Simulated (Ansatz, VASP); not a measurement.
# C in VASP and in Ansatz

```
C
1.0
     0.00000    1.81835    1.81835
     1.81835    0.00000    1.81835
     1.81835    1.81835    0.00000
C
2
Direct
  0.75000 0.75000 0.75000
  0.50000 0.50000 0.50000
```

Alike in both runs: task single point; functional PBE-based screened hybrid; k mesh 7 × 7 × 7; occupations fermi-dirac, width 0.05 eV; no spin polarisation.

|  | VASP | Ansatz |
| --- | --- | --- |
| version | VASP 6.6.1 | Ansatz 0.2.0 |
| potentials or method | VASP PAW PBE potentials, release 64 (C) | Ansatz PAW |
| plane-wave cutoff (eV) | 520 | 420 |
| valence electrons in the cell | 8 | 8 |

```csv
,VASP,Ansatz,Ansatz less VASP
gap on the k mesh at the Fermi level (eV),5.04,5.05,+0.011
least direct gap on the mesh (eV),6.57,6.58,+0.009
```

VASP's potentials were made for PBE, not for PBE-based screened hybrid.

The k mesh is coarse, so the values compare programs but aren't converged. Noted on Ansatz's run: odd divisions of the mesh miss points on the zone boundary, where band edges often lie, so the gap on the mesh can be too wide.
